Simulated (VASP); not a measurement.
# Al (Im-3m) in VASP: settings compared, part 2 of 2

VASP 6.6.1. The steps go on from the part before.

### Step 4. Single point, PBEsol+D3(BJ)

This run uses another cell than the first one, of 15.97 Å³/atom, 0.963 times its volume.

INCAR reads:

```
SYSTEM = Al
PREC = Accurate
ENCUT = 520
EDIFF = 1E-7
ISMEAR = -1
SIGMA = 0.05
LREAL = .False.
LASPH = .True.
NELM = 80
ALGO = Normal
ISIF = 2
LWAVE = .False.
LCHARG = .False.
GGA = PS
IVDW = 12
NBANDS = 8
```

KPOINTS reads:

```
regular mesh
0
Gamma
  12 12 12
  0 0 0
```

POSCAR reads:

```
Al
1.0
   -1.5864826301      1.5864826301      1.5864826301
    1.5864826301     -1.5864826301      1.5864826301
    1.5864826301      1.5864826301     -1.5864826301
Al
1
Direct
    0.0000000000      0.0000000000      0.0000000000
```

Potentials or basis: VASP PAW PBE potentials, release 64 (Al).

Launch:

```bash
cat potpaw_PBE.64/Al/POTCAR > POTCAR
mpirun -np 1 vasp_std > vasp.out
```

OUTCAR:

```text
SYSTEM = Al
   PREC = Accurate
   ENCUT = 520
   EDIFF = 1E-7
   ISMEAR = -1
   LREAL = .False.
   LASPH = .True.
   NELM = 80
   ISIF = 2
   GGA = PS
   IVDW = 12
 IVDW          = 12

 ion  position               nearest neighbor table
   1  0.000  0.000  0.000-

  LATTYP: Found a body centered cubic cell.
 ALAT       =     3.1729652602

  Lattice vectors:

 A1 = (  -1.5864826301,   1.5864826301,   1.5864826301)
 A2 = (   1.5864826301,  -1.5864826301,   1.5864826301)
[... 441 lines left out ...]
      7      29.5625      0.00000
      8      30.9508      0.00000

 [... further k-points ...]

------------------------ aborting loop because EDIFF is reached ----------------------------------------

 Edisp (eV)   -0.32838

 E8    (eV) :    -0.2212

  FORCE on cell =-STRESS in cart. coord.  units (eV):
  Direction    XX          YY          ZZ          XY          YZ          ZX
  --------------------------------------------------------------------------------------
  -------------------------------------------------------------------------------------
  Total      -0.02897    -0.02897    -0.02897     0.00000     0.00000    -0.00000
  in kB      -2.90564    -2.90564    -2.90564     0.00000     0.00000    -0.00000
  external pressure =       -2.91 kB  Pullay stress =        0.00 kB

 VOLUME and BASIS-vectors are now :
 -----------------------------------------------------------------------------
  energy-cutoff  :      520.00
  volume of cell :       15.97
      direct lattice vectors                 reciprocal lattice vectors
    -1.586482630  1.586482630  1.586482630     0.000000000  0.315162606  0.315162606
     1.586482630 -1.586482630  1.586482630     0.315162606  0.000000000  0.315162606
     1.586482630  1.586482630 -1.586482630     0.315162606  0.315162606  0.000000000

 POSITION                                       TOTAL-FORCE (eV/Angst)
 -----------------------------------------------------------------------------------
      0.00000      0.00000      0.00000         0.000000      0.000000      0.000000
 -----------------------------------------------------------------------------------
    total drift:                                0.000000     -0.000000      0.000000

  FREE ENERGIE OF THE ION-ELECTRON SYSTEM (eV)
  ---------------------------------------------------
  free  energy   TOTEN  =        -4.3129289316 eV

  energy  without entropy=       -4.3087577440  energy(sigma->0) =       -4.31084334
```

stdout:

```text
POSCAR found type information on POSCAR Al
 POSCAR found :  1 types and       1 ions
 scaLAPACK will be used
 -----------------------------------------------------------------------------
|                                                                             |
|                                                                             |
|     You enforced a specific xc type in the INCAR file but a different       |
|     I HOPE YOU KNOW WHAT YOU ARE DOING!                                     |
|                                                                             |
 -----------------------------------------------------------------------------

 LDA part: xc-table for (Slater+PW92), standard interpolation
 POSCAR, INCAR and KPOINTS ok, starting setup
 FFT: planning ... GRIDC
 FFT: planning ... GRID_SOFT
 FFT: planning ... GRID
 WAVECAR not read
 entering main loop
```

It took 3.9 s on 1 thread of AMD EPYC 9R45 (Zen 5), shared host; peak memory 0.1 GiB.

What came out:

```yaml
Free_energy: -4.3129 eV
Pressure: -0.3 GPa
Dispersion_energy_per_atom: -0.328 eV
```

Caveat: three body term missing; the PAW data sets were made with another functional, which shifts forces and pressure a little; pairwise dispersion overbinds metals, which lowers pressure and volume.

### Step 5. Single point, PBEsol+D3(BJ)

This run uses another cell than the first one, of 16.12 Å³/atom, 0.971 times its volume.

INCAR reads:

```
PREC = Accurate
ENCUT = 520
EDIFF = 1E-7
ISMEAR = -1
SIGMA = 0.05
LREAL = False
LASPH = True
NELM = 100
ALGO = Fast
ISIF = 2
LWAVE = False
LCHARG = True
GGA = PS
IVDW = 12
LELF = True
LVHAR = True
NBANDS = 8
```

KPOINTS reads:

```
Automatic mesh
0
Gamma
  12 12 12
```

POSCAR reads:

```
Al
1.0
   -1.5912186900      1.5912186900      1.5912186900
    1.5912186900     -1.5912186900      1.5912186900
    1.5912186900      1.5912186900     -1.5912186900
Al
1
Direct
    0.0000000000      0.0000000000      0.0000000000
```

Potentials or basis: VASP PAW PBE potentials, release 64 (Al).

Launch:

```bash
cat potpaw_PBE.64/Al/POTCAR > POTCAR
mpirun -np 1 vasp_std > vasp.out
```

OUTCAR:

```text
PREC = Accurate
   ENCUT = 520
   EDIFF = 1E-7
   ISMEAR = -1
   LREAL = False
   LASPH = True
   NELM = 100
   ISIF = 2
   GGA = PS
   IVDW = 12
 IVDW          = 12

 ion  position               nearest neighbor table
   1  0.000  0.000  0.000-

  LATTYP: Found a body centered cubic cell.
 ALAT       =     3.1824373800

  Lattice vectors:

[... 440 lines left out ...]
      3      13.1750      0.00000
      4      13.9160      0.00000
      5      22.3339      0.00000
      6      22.9085      0.00000
      7      29.3630      0.00000
      8      30.7200      0.00000

 [... further k-points ...]

------------------------ aborting loop because EDIFF is reached ----------------------------------------

 Edisp (eV)   -0.32540

 E8    (eV) :    -0.2192

  FORCE on cell =-STRESS in cart. coord.  units (eV):
  Direction    XX          YY          ZZ          XY          YZ          ZX
  --------------------------------------------------------------------------------------
  -------------------------------------------------------------------------------------
  Total      -0.09851    -0.09851    -0.09851     0.00000     0.00000     0.00000
  in kB      -9.79364    -9.79364    -9.79364     0.00000     0.00000     0.00000
  external pressure =       -9.79 kB  Pullay stress =        0.00 kB

 VOLUME and BASIS-vectors are now :
 -----------------------------------------------------------------------------
  energy-cutoff  :      520.00
  volume of cell :       16.12
      direct lattice vectors                 reciprocal lattice vectors
    -1.591218690  1.591218690  1.591218690     0.000000000  0.314224565  0.314224565
     1.591218690 -1.591218690  1.591218690     0.314224565  0.000000000  0.314224565
     1.591218690  1.591218690 -1.591218690     0.314224565  0.314224565  0.000000000

 POSITION                                       TOTAL-FORCE (eV/Angst)
 -----------------------------------------------------------------------------------
      0.00000      0.00000      0.00000         0.000000      0.000000      0.000000
 -----------------------------------------------------------------------------------
    total drift:                                0.000000      0.000000      0.000000

  FREE ENERGIE OF THE ION-ELECTRON SYSTEM (eV)
  ---------------------------------------------------
  free  energy   TOTEN  =        -4.3123621070 eV

  energy  without entropy=       -4.3082353557  energy(sigma->0) =       -4.31029873
```

OSZICAR:

```text
N       E                     dE             d eps       ncg     rms          rms(c)
DAV:   1    -0.251805146810E+01   -0.25181E+01   -0.83726E+02  1160   0.201E+02
DAV:   2    -0.400936910829E+01   -0.14913E+01   -0.14748E+01  1632   0.194E+01
DAV:   3    -0.401699938874E+01   -0.76303E-02   -0.76258E-02  1416   0.147E+00
DAV:   4    -0.401702682645E+01   -0.27438E-04   -0.27438E-04  1688   0.784E-02
DAV:   5    -0.401702692164E+01   -0.95191E-07   -0.93751E-07  1416   0.329E-03    0.138E+00
RMM:   6    -0.399886257446E+01    0.18164E-01   -0.16123E-03  1152   0.193E-01    0.793E-01
RMM:   7    -0.398694434742E+01    0.11918E-01   -0.46545E-03  1352   0.322E-01    0.132E-01
RMM:   8    -0.398696062509E+01   -0.16278E-04   -0.26279E-04  1259   0.964E-02    0.310E-02
RMM:   9    -0.398696517992E+01   -0.45548E-05   -0.36131E-05  1271   0.380E-02    0.177E-02
RMM:  10    -0.398696217270E+01    0.30072E-05   -0.44807E-06  1306   0.122E-02    0.764E-02
RMM:  11    -0.398696347207E+01   -0.12994E-05   -0.10730E-06  1270   0.660E-03    0.131E-02
RMM:  12    -0.398696321805E+01    0.25402E-06   -0.20441E-07  1175   0.245E-03    0.367E-03
RMM:  13    -0.398696319771E+01    0.20337E-07   -0.46113E-08   884   0.135E-03
   1 F= -.43123621E+01 E0= -.43102987E+01  d E =-.412675E-02
```

stdout:

```text
POSCAR found type information on POSCAR Al
 POSCAR found :  1 types and       1 ions
 scaLAPACK will be used
 -----------------------------------------------------------------------------
|                                                                             |
|                                                                             |
|     You enforced a specific xc type in the INCAR file but a different       |
|     I HOPE YOU KNOW WHAT YOU ARE DOING!                                     |
|                                                                             |
 -----------------------------------------------------------------------------

 LDA part: xc-table for (Slater+PW92), standard interpolation
 POSCAR, INCAR and KPOINTS ok, starting setup
 FFT: planning ... GRIDC
 FFT: planning ... GRID_SOFT
 FFT: planning ... GRID
 WAVECAR not read
 entering main loop
```

Wall time 4.9 s (1 thread of AMD EPYC 9R45 (Zen 5), shared host); peak memory 0.1 GiB.

What came out:

```
Free energy                : -4.3124 eV
Pressure                   : -1.0 GPa
Dispersion energy per atom : -0.325 eV
```

Caveat: three body term missing; the PAW data sets were made with another functional, which shifts forces and pressure a little; pairwise dispersion overbinds metals, which lowers pressure and volume.

### Step 6. Relaxation of cell and atoms, PBEsol

This run uses another cell than the first one, of 16.12 Å³/atom, 0.971 times its volume.

INCAR reads:

```
PREC = Accurate
ENCUT = 600
EDIFF = 1E-6
ISMEAR = -1
SIGMA = 0.05
LREAL = False
LASPH = True
NELM = 60
ALGO = Normal
ISIF = 3
LWAVE = False
LCHARG = False
GGA = PS
IBRION = 2
NSW = 60
EDIFFG = -0.01
```

KPOINTS is that of step 5.

POSCAR is that of step 5.

Potentials or basis: VASP PAW PBE potentials, release 64 (Al).

Launch:

```bash
cat potpaw_PBE.64/Al/POTCAR > POTCAR
mpirun -np 1 vasp_std > vasp.out
```

Wall time 6.3 s (1 thread of AMD EPYC 9R45 (Zen 5), shared host); peak memory 0.1 GiB.

It converged, with:

```yaml
Free_energy: -3.9905 eV
Relaxed_volume: 16.60 Å³/atom
Relaxed_cell: a = 2.784 Å, b = 2.784 Å, c = 2.784 Å, α = 109.47°, β = 109.47°, γ = 109.47°
Space_group_after_relaxing_to_0.05_Å: Im-3m (No. 229)
Energy_gained_by_relaxing: 3.4 meV/atom
Ionic_steps: 3
Pressure_after_relaxing: 0.0 GPa
```

The path:
| step | energy change (eV) | largest force (eV/Å) | pressure (GPa) | volume (Å³) |
| --- | --- | --- | --- | --- |
| 1 | 0.0000 | 0.0000 | 2.32 | 16.12 |
| 2 | -0.0034 | 0.0000 | -0.27 | 16.67 |
| 3 | -0.0034 | 0.0000 | 0.00 | 16.60 |

Final structure:
```cif
data_structure
_symmetry_space_group_name_H-M 'P 1'
_symmetry_Int_Tables_number 1
_cell_length_a 2.7836
_cell_length_b 2.7836
_cell_length_c 2.7836
_cell_angle_alpha 109.471
_cell_angle_beta 109.471
_cell_angle_gamma 109.471
_cell_volume 16.60
loop_
_atom_site_label
_atom_site_type_symbol
_atom_site_fract_x
_atom_site_fract_y
_atom_site_fract_z
_atom_site_occupancy
Al1 Al 0.00000 0.00000 0.00000 1
```

Levels at points of the mesh, in eV from the Fermi level:
```csv
k point,band 1,band 2,band 3,band 4
"(0.00, 0.00, 0.00)",-11.05,13.23,13.23,13.23
"(0.50, 0.00, 0.00)",-4.27,-3.82,8.14,8.27
"(0.50, 0.50, 0.50)",1.88,1.88,1.88,3.01
```

Caveat: the PAW data sets were made with another functional, which shifts forces and pressure a little.

### Step 7. Summary

```csv
task,level,cell,cutoff (eV),gap on the mesh (eV),pressure (GPa)
single point,PBEsol,"a = 2.783 Å, angles 109.5°, 1 atom",520,none,0.1
single point,PBEsol+D3(BJ),"a = 2.744 Å, angles 109.5°, 1 atom",520,none,0.1
single point,PBEsol+D3(BJ),"a = 2.748 Å, angles 109.5°, 1 atom",520,none,-0.3
single point,PBEsol+D3(BJ),"a = 2.756 Å, angles 109.5°, 1 atom",520,none,-1.0
relaxation of cell and atoms,PBEsol,"relaxed from a = 2.756 Å, angles 109.5°, 1 atom",600,none,0.0
```

Alike in all rows: potentials or basis VASP PAW PBE potentials, release 64 (Al); no spin polarisation; k mesh 12 × 12 × 12; smearing fermi-dirac 0.05 eV.

Caveats: the PAW data sets were made with another functional, which shifts forces and pressure a little; pairwise dispersion overbinds metals, which lowers pressure and volume (some runs); three body term missing (some runs).

Absolute energies hang on the potentials; compare differences alone.
